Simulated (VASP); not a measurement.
# AlN in VASP: further runs

AlN is run at these levels: PBE; tasks: relaxation of cell and atoms, single point.

All numbers are computed with VASP 6.6.1; they aren't measurements. Logs are shortened: lines on timing, memory, paths and dates and some standing lists are left out, and cuts for length are marked.

## (1) The cell of the first run

Symmetry: Pm-3m, No. 221, cubic system. Conventional cell: a = 3.130 Å, b = 3.130 Å, c = 3.130 Å, α = 90.00°, β = 90.00°, γ = 90.00°. Al (site symmetry m-3m) has 8 N at 2.71 Å and 6 Al at 3.13 Å within 3.6 Å. Within 3.6 Å of N (site symmetry m-3m) lie 8 Al at 2.71 Å and 6 N at 3.13 Å.

## (2) Relaxation of cell and atoms, PBE

File INCAR:

```
PREC     = Accurate       # precision mode
ENCUT    = 600            # plane-wave cutoff, eV
EDIFF    = 1E-7           # SCF threshold, eV
ISMEAR   = 0              # smearing method
SIGMA    = 0.15           # smearing width, eV
LREAL    = False          # projectors in reciprocal space
LASPH    = True           # aspherical terms in the spheres
NELM     = 120            # most SCF steps
ALGO     = Normal         # electronic algorithm
ISIF     = 3              # what is computed and relaxed
LWAVE    = False          # write WAVECAR
LCHARG   = False          # write CHGCAR
GGA      = PE             # functional
IBRION   = 2              # ionic algorithm
NSW      = 36             # ionic steps
EDIFFG   = -0.08          # ionic threshold
GGA_COMPAT= False        
NELMIN   = 4
```

File KPOINTS:

```
Automatic mesh
0
Gamma
  5 5 5
```

File POSCAR:

```
AlN
1.0
    3.1303173300      0.0000000000      0.0000000000
    0.0000000000      3.1303173300      0.0000000000
    0.0000000000      0.0000000000      3.1303173300
Al N
1 1
Direct
    0.0000000000      0.0000000000      0.0000000000
    0.5000000000      0.5000000000      0.5000000000
```

Potentials or basis: VASP PAW PBE potentials, release 64 (Al, N).

Command:

```bash
$ cat potpaw_PBE.64/Al/POTCAR potpaw_PBE.64/N/POTCAR > POTCAR
$ mpirun -np 1 vasp_std > vasp.out
```

OUTCAR:

```text
PREC = Accurate
   ENCUT = 600
   EDIFF = 1E-7
   ISMEAR = 0
   LREAL = False
   LASPH = True
   NELM = 120
   ISIF = 3
   GGA = PE
   IBRION = 2
   NSW = 36
   EDIFFG = -0.08
   NELMIN = 4

 ion  position               nearest neighbor table
   1  0.000  0.000  0.000-
   2  0.500  0.500  0.500-

  LATTYP: Found a simple cubic cell.
 ALAT       =     3.1303173300

  Lattice vectors:

 A1 = (   3.1303173300,   0.0000000000,   0.0000000000)
 A2 = (   0.0000000000,   3.1303173300,   0.0000000000)
 A3 = (   0.0000000000,   0.0000000000,   3.1303173300)

Analysis of symmetry for initial positions (statically):
=====================================================================
 Subroutine PRICEL returns:
 Original cell was already a primitive cell.

 Routine SETGRP: Setting up the symmetry group for a
 simple cubic supercell.

 Subroutine GETGRP returns: Found 48 space group operations
 (whereof 48 operations were pure point group operations)
 out of a pool of 48 trial point group operations.

The static configuration has the point symmetry O_h .

Analysis of symmetry for dynamics (positions and initial velocities):
=====================================================================
 Subroutine PRICEL returns:
 Original cell was already a primitive cell.

 Routine SETGRP: Setting up the symmetry group for a
 simple cubic supercell.

 Subroutine GETGRP returns: Found 48 space group operations
 (whereof 48 operations were pure point group operations)
 out of a pool of 48 trial point group operations.

The dynamic configuration has the point symmetry O_h .

 Subroutine INISYM returns: Found 48 space group operations
 (whereof 48 operations are pure point group operations),
 and found     1 'primitive' translations

----------------------------------------------------------------------------------------

                                     Primitive cell

  volume of cell :      30.6736

  direct lattice vectors                    reciprocal lattice vectors
     3.130317330  0.000000000  0.000000000     0.319456430  0.000000000  0.000000000
     0.000000000  3.130317330  0.000000000     0.000000000  0.319456430  0.000000000
     0.000000000  0.000000000  3.130317330     0.000000000  0.000000000  0.319456430

  length of vectors
     3.130317330  3.130317330  3.130317330     0.319456430  0.319456430  0.319456430

  position of ions in fractional coordinates (direct lattice)
     0.000000000  0.000000000  0.000000000
     0.500000000  0.500000000  0.500000000

  ion indices of the primitive-cell ions
   primitive index   ion index
                 1           1
                 2           2

----------------------------------------------------------------------------------------

 KPOINTS: Automatic mesh

Automatic generation of k-mesh.
 Grid dimensions read from file:
 generate k-points for:    5    5    5

 Generating k-lattice:

  Cartesian coordinates                     Fractional coordinates (reciprocal lattice)
     0.063891286  0.000000000  0.000000000     0.200000000  0.000000000  0.000000000
     0.000000000  0.063891286  0.000000000     0.000000000  0.200000000  0.000000000
     0.000000000  0.000000000  0.063891286     0.000000000  0.000000000  0.200000000

  Length of vectors
     0.063891286  0.063891286  0.063891286

  Shift w.r.t. Gamma in fractional coordinates (k-lattice)
     0.000000000  0.000000000  0.000000000

 Subroutine IBZKPT returns following result:
 ===========================================

 Found     10 irreducible k-points:

 Following reciprocal coordinates:
            Coordinates               Weight
  0.000000  0.000000  0.000000      1.000000
  0.200000  0.000000  0.000000      6.000000
  0.400000  0.000000  0.000000      6.000000
  0.200000  0.200000  0.000000     12.000000
  0.400000  0.200000  0.000000     24.000000
  0.400000  0.400000  0.000000     12.000000
  0.200000  0.200000  0.200000      8.000000
  0.400000  0.200000  0.200000     24.000000
  0.400000  0.400000  0.200000     24.000000
  0.400000  0.400000  0.400000      8.000000
   k-points           NKPTS =     10   k-points in BZ     NKDIM =     10   number of bands    NBANDS=      8
   number of dos      NEDOS =    301   number of ions     NIONS =      2
   total plane-waves  NPLWV =  21952
   dimension x,y,z NGX =    28 NGY =   28 NGZ =   28
   dimension x,y,z NGXF=    56 NGYF=   56 NGZF=   56
   ions per type =               1   1
   NGX,Y,Z   is equivalent  to a cutoff of  14.87, 14.87, 14.87 a.u.
   NGXF,Y,Z  is equivalent  to a cutoff of  29.74, 29.74, 29.74 a.u.
 SYSTEM =  unknown system
   PREC   = accura    normal or accurate (medium, high low for compatibility)
   ISTART =      0    job   : 0-new  1-cont  2-samecut
   ICHARG =      2    charge: 1-file 2-atom 10-const
   ISPIN  =      1    spin polarized calculation?
   LNONCOLLINEAR =      F non collinear calculations
   LSORBIT =      F    spin-orbit coupling
   LASPH  =      T    aspherical Exc in radial PAW
   ENCUT  =  600.0 eV  44.10 Ry    6.64 a.u.   6.25  6.25  6.25*2*pi/ulx,y,z
   NELM   =    120;   NELMIN=  4; NELMDL= -5     # of ELM steps
   EDIFF  = 0.1E-06   stopping-criterion for ELM
   LREAL  =      F    real-space projection
   EDIFFG = -.8E-01   stopping-criterion for IOM
   NSW    =     36    number of steps for IOM
   IBRION =      2    ionic relax: 0-MD 1-quasi-New 2-CG
   NFREE  =      1    steps in history (QN), initial steepest desc. (CG)
   ISIF   =      3    stress and relaxation
   ISYM   =      2    0-nonsym 1-usesym 2-fastsym
   POTIM  = 0.5000    time-step for ionic-motion
   TEBEG  =    0.0;   TEEND  =   0.0 temperature during run
   PSTRESS=    0.0 pullay stress
   NELECT =       8.0000    total number of electrons
   NUPDOWN=      -1.0000    fix difference up-down
   EMIN   =  10.00;   EMAX   =-10.00  energy-range for DOS
   EFERMI =   0.00;   METHOD = LEGACY
   ISMEAR =     0;   SIGMA  =   0.15  broadening in eV -4-tet -1-fermi 0-gaus
   EFERMI_NEDOS =   21; number of points for ismear=-14 and -15
   IALGO  =     38    algorithm
   IMIX   =      4    mixing-type and parameters
     AMIX     =   0.40;   BMIX     =  1.00
     AMIX_MAG =   1.60;   BMIX_MAG =  1.00
  volume/ion in A,a.u.               =      15.34       103.50
  Fermi-wavevector in a.u.,A,eV,Ry     =   1.045963  1.976584 14.885308  1.094039
  Thomas-Fermi vector in A             =   2.180781
   LORBIT       =      0    0 simple, 1 ext, 2 COOP (PROOUT), +10 PAW based schemes
   GGA     = PE    functional components
   LHFCALC =     F    Hartree Fock is set to
   AEXX    =    0.0000 exact exchange contribution
   IVDW    =     0    specifies the selected vdW correction
   LEPSILON=     F    determine dielectric tensor
   LRPA    =     F    only Hartree local field effects (RPA)
 conjugate gradient relaxation of ions
 non-spin polarized calculation
 Gauss-broadening in eV      SIGMA  =   0.15
  energy-cutoff  :      600.00
  volume of cell :       30.67
 maximum number of plane-waves:      1034
 NGX is ok and might be reduce to    28
   NGX = 13   NGY = 13   NGZ = 13

--------------------------------------- Ionic step        1  -------------------------------------------

 number of electron       7.9999999 magnetization

 Free energy of the ion-electron system (eV)
  ---------------------------------------------------
  ext. energy  EPLUGINS =         0.00000000
  ---------------------------------------------------
  free energy    TOTEN  =        -9.30273469 eV

  energy without entropy =       -9.26651354  energy(sigma->0) =       -9.28462412

 E-fermi :   4.2989     XC(G=0):  -9.8362

 val. band max:        4.2874831768   @ k =   0.4000   0.2000   0.0000
 cond. band min:       4.3646018329   @ k =   0.4000   0.4000   0.2000
 fundamental gap:      0.0771186560
 Fermi energy:         4.2989348865

 k-point     1 :       0.0000    0.0000    0.0000
  band No.  band energies     occupation
      1      -9.5229      2.00000
      2       1.4157      2.00000
      3       3.5801      2.00000
      4       3.5801      2.00000
      5       3.5801      2.00000
      6      11.0454      0.00000
      7      11.0454      0.00000
      8      13.7485      0.00000

 k-point     2 :       0.2000    0.0000    0.0000
  band No.  band energies     occupation
      1      -9.2153      2.00000
      2       0.0213      2.00000
      3       3.7778      2.00000
      4       3.7778      2.00000
      5       4.2429      1.40273
      6      10.0696      0.00000
      7      11.5765      0.00000
      8      13.3541      0.00000

 k-point     3 :       0.4000    0.0000    0.0000
  band No.  band energies     occupation
      1      -8.5979      2.00000
      2      -1.8066      2.00000
      3       4.1377      1.87160
      4       4.1377      1.87160
      5       5.5636      0.00000
      6       8.0762      0.00000
      7      12.5895      0.00000
      8      12.5895      0.00000
[... 277 lines left out ...]
 VOLUME and BASIS-vectors are now :
 -----------------------------------------------------------------------------
  energy-cutoff  :      600.00
  volume of cell :       18.12
      direct lattice vectors                 reciprocal lattice vectors
     2.626637155  0.000000000 -0.000000000     0.380714937  0.000000000 -0.000000000
    -0.000000000  2.626637155 -0.000000000    -0.000000000  0.380714937  0.000000000
     0.000000000  0.000000000  2.626637155     0.000000000  0.000000000  0.380714937

 POSITION                                       TOTAL-FORCE (eV/Angst)
 -----------------------------------------------------------------------------------
      0.00000      0.00000      0.00000         0.000000      0.000000     -0.000000
      1.31332      1.31332      1.31332        -0.000000      0.000000      0.000000
 -----------------------------------------------------------------------------------
    total drift:                                0.000000      0.000000      0.000000

  FREE ENERGIE OF THE ION-ELECTRON SYSTEM (eV)
  ---------------------------------------------------
  free  energy   TOTEN  =       -11.3464991612 eV

  energy  without entropy=      -11.3356774621  energy(sigma->0) =      -11.34108831

--------------------------------------- Ionic step        4  -------------------------------------------

 number of electron       8.0000001 magnetization

 Free energy of the ion-electron system (eV)
  ---------------------------------------------------
  ext. energy  EPLUGINS =         0.00000000
  ---------------------------------------------------
  free energy    TOTEN  =       -11.34853343 eV

  energy without entropy =      -11.33710369  energy(sigma->0) =      -11.34281856

 E-fermi :  10.8949     XC(G=0): -12.0844

 val. band max:       10.8058910328   @ k =   0.4000   0.4000   0.0000
 cond. band min:      10.9838333288   @ k =   0.4000   0.4000   0.0000
 fundamental gap:      0.1779422960
 Fermi energy:        10.8948626941

 k-point     1 :       0.0000    0.0000    0.0000
  band No.  band energies     occupation
      1      -7.5299      2.00000
      2       9.1558      2.00000
      3       9.1558      2.00000
      4       9.1558      2.00000
      5      11.4559      0.00000
      6      17.0284      0.00000
      7      17.0284      0.00000
      8      26.2743      0.00000

 k-point     2 :       0.2000    0.0000    0.0000
  band No.  band energies     occupation
      1      -6.8834      2.00000
      2       5.3530      2.00000
      3       9.4778      2.00000
      4       9.4778      2.00000
      5      13.1364      0.00000
      6      17.8311      0.00000
      7      18.8300      0.00000
      8      25.0159      0.00000

 k-point     3 :       0.4000    0.0000    0.0000
  band No.  band energies     occupation
      1      -5.3400      2.00000
      2       1.3304      2.00000
      3      10.0783      2.00000
      4      10.0783      2.00000
      5      14.8223      0.00000
      6      18.4185      0.00000
      7      19.9650      0.00000
      8      22.9009      0.00000
[... 88 lines left out ...]
 VOLUME and BASIS-vectors are now :
 -----------------------------------------------------------------------------
  energy-cutoff  :      600.00
  volume of cell :       17.83
      direct lattice vectors                 reciprocal lattice vectors
     2.612429720  0.000000000 -0.000000000     0.382785417  0.000000000 -0.000000000
    -0.000000000  2.612429720 -0.000000000    -0.000000000  0.382785417  0.000000000
     0.000000000  0.000000000  2.612429720     0.000000000  0.000000000  0.382785417

 POSITION                                       TOTAL-FORCE (eV/Angst)
 -----------------------------------------------------------------------------------
      0.00000      0.00000      0.00000         0.000000      0.000000     -0.000000
      1.30621      1.30621      1.30621        -0.000000      0.000000      0.000000
 -----------------------------------------------------------------------------------
    total drift:                                0.000000      0.000000      0.000000

  FREE ENERGIE OF THE ION-ELECTRON SYSTEM (eV)
  ---------------------------------------------------
  free  energy   TOTEN  =       -11.3485334306 eV

  energy  without entropy=      -11.3371036948  energy(sigma->0) =      -11.34281856

 reached required accuracy - stopping structural energy minimisation
```

It took 11 s on 1 thread of Intel Xeon Platinum 8488C (Sapphire Rapids), shared host; peak memory 0.16 GiB.

What came out:

```
Free energy                            : -11.3485 eV
Relaxed volume                         : 8.91 Å³/atom
Relaxed cell                           : a = 2.612 Å, b = 2.612 Å, c = 2.612 Å, α = 90.00°, β = 90.00°, γ = 90.00°
Space group after relaxing (to 0.05 Å) : Pm-3m (No. 221)
Energy gained by relaxing              : 1022.9 meV/atom
Ionic steps                            : 4
Pressure after relaxing                : 0.4 GPa
Band gap on the k mesh                 : 0.18 eV, direct
```

Step by step:
| step | energy change (eV) | largest force (eV/Å) | pressure (GPa) | volume (Å³) |
| --- | --- | --- | --- | --- |
| 1 | 0.0000 | 0.0000 | -30.83 | 30.67 |
| 2 | -1.9846 | 0.0000 | -11.92 | 19.35 |
| 3 | -2.0438 | 0.0000 | -2.51 | 18.12 |
| 4 | -2.0458 | 0.0000 | 0.43 | 17.83 |

Final structure:
```
Al N
1.0
     2.61243    0.00000    0.00000
     0.00000    2.61243    0.00000
     0.00000    0.00000    2.61243
Al N
1 1
Direct
  0.00000 0.00000 0.00000
  0.50000 0.50000 0.50000
```

Caveat: the volume moved by over 15 % at a fixed basis, so the end points are rough. A k mesh can miss the band edges.

## (3) Single point, PBE

This run uses another cell than the first one, of 8.93 Å³/atom, 0.582 times its volume.

File INCAR:

```
SYSTEM = AlN
PREC     = Accurate       ! precision mode
ENCUT    = 600            ! plane-wave cutoff, eV
EDIFF    = 1E-6           ! SCF threshold, eV
ISMEAR   = 0              ! smearing method
SIGMA    = 0.15           ! smearing width, eV
LREAL    = .False.        ! projectors in reciprocal space
LASPH    = .True.         ! aspherical terms in the spheres
NELM     = 120            ! most SCF steps
ALGO     = Normal         ! electronic algorithm
ISIF     = 2              ! what is computed and relaxed
LWAVE    = .False.        ! write WAVECAR
LCHARG   = .False.        ! write CHGCAR
GGA      = PE             ! functional
NBANDS   = 11             ! bands
GGA_COMPAT= .False.
```

File KPOINTS:

```
regular mesh
0
Gamma
  5 5 5
  0 0 0
```

File POSCAR:

```
AlN
1.0
    2.6141003036      0.0000000000      0.0000000000
    0.0000000000      2.6141003036      0.0000000000
    0.0000000000      0.0000000000      2.6141003036
Al N
1 1
Direct
    0.0000000000      0.0000000000      0.0000000000
    0.5000000000      0.5000000000      0.5000000000
```

Potentials or basis: VASP PAW PBE potentials, release 64 (Al, N).

Command:

```bash
$ cat potpaw_PBE.64/Al/POTCAR potpaw_PBE.64/N/POTCAR > POTCAR
$ mpirun -np 1 vasp_std > vasp.out
```

It took 4.9 s on 1 thread of Intel Xeon 8259CL, shared host; peak memory 0.13 GiB.

Results (log left out):

* Free energy: -11.3344 eV
* Pressure: -0.3 GPa
* Band gap on the k mesh: 0.18 eV, direct

Levels at points of the mesh, in eV from the valence-band top:
```csv
k point,band 1,band 2,band 3,band 4,band 5,band 6,band 7,band 8,band 9
"(0.00, 0.00, 0.00)",-18.31,-1.64,-1.64,-1.64,0.63,6.23,6.23,15.44,15.44
```

Caveat: the k points lie up to 0.48 Å⁻¹ apart.

(Part 1 of 2 ends here.)
